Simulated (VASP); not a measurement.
A run of VASP 6.6.1 is set up as follows.

File INCAR:

```
SYSTEM = Si16Au
PREC = Accurate
ENCUT = 520
EDIFF = 1E-6
ISMEAR = 0
SIGMA = 0.02
LREAL = Auto
LASPH = .TRUE.
NELM = 80
ALGO = Normal
ISIF = 2
LWAVE = .FALSE.
LCHARG = .FALSE.
GGA = PE
NELECT = 74.0
NBANDS = 52
```

KPOINTS

```
regular mesh
0
G
  2 2 2
  0 0 0
```

Contents of POSCAR:

```
Si16Au
1.0
    0.0000000000      5.4700937627     -5.4700937627
    5.4700937627      5.4700937627      0.0000000000
    5.4700937627      0.0000000000     -5.4700937627
Si Au
16 1
Direct
    0.1507584761      0.1204547908      0.1269554107
    0.1503717369      0.6024338234      0.1265518527
    0.5727284825      0.1438906780      0.1391763164
    0.6581981326      0.6340753286      0.0733567864
    0.1028201754      0.1111445299      0.6747979395
    0.1412586390      0.6230065055      0.6123478217
    0.6228630893      0.1369942697      0.6171608105
    0.6229219549      0.6228354847      0.6171024934
    0.2915565197      0.7337842227      0.2408912090
    0.2054535167      0.2451968939      0.3048854503
    0.7201400325      0.7549012282      0.2484148461
    0.7204098633      0.2763904177      0.2484481179
    0.2521199928      0.7394282759      0.7560910616
    0.2520780374      0.2519935781      0.7565112555
    0.7681382043      0.7644029849      0.7029044047
    0.7285727947      0.2522432996      0.7668114446
   -0.0622658431     -0.0507038841      0.1638926203
```

Potentials or basis: VASP PAW PBE potentials, release 64 (Si, Au).

Command:

```sh
$ cat potpaw_PBE.64/Si/POTCAR potpaw_PBE.64/Au/POTCAR > POTCAR
$ mpirun -np 1 vasp_std > vasp.out
```

Question: What does it give for the largest force?

Answer: 0.025 eV/Å.

Forces on the atoms (eV/Å):
```
Si  -0.010 -0.013  0.016
Si   0.005  0.013  0.009
Si  -0.005  0.018 -0.014
Si   0.014 -0.005  0.013
Si   0.009 -0.004  0.003
Si   0.015 -0.012  0.000
Si  -0.003 -0.007 -0.007
Si   0.009  0.002 -0.005
Si   0.009 -0.013  0.020
Si  -0.012  0.000 -0.010
Si   0.001  0.008 -0.013
Si  -0.003 -0.013 -0.011
Si  -0.007  0.002  0.000
Si  -0.006  0.011  0.004
Si  -0.010  0.009 -0.005
Si  -0.009  0.007  0.016
Au   0.003 -0.004 -0.014
```

Caveat: the k points lie up to 0.50 Å⁻¹ apart; the cell carries a net charge on a neutralising background, which shifts energy and pressure.
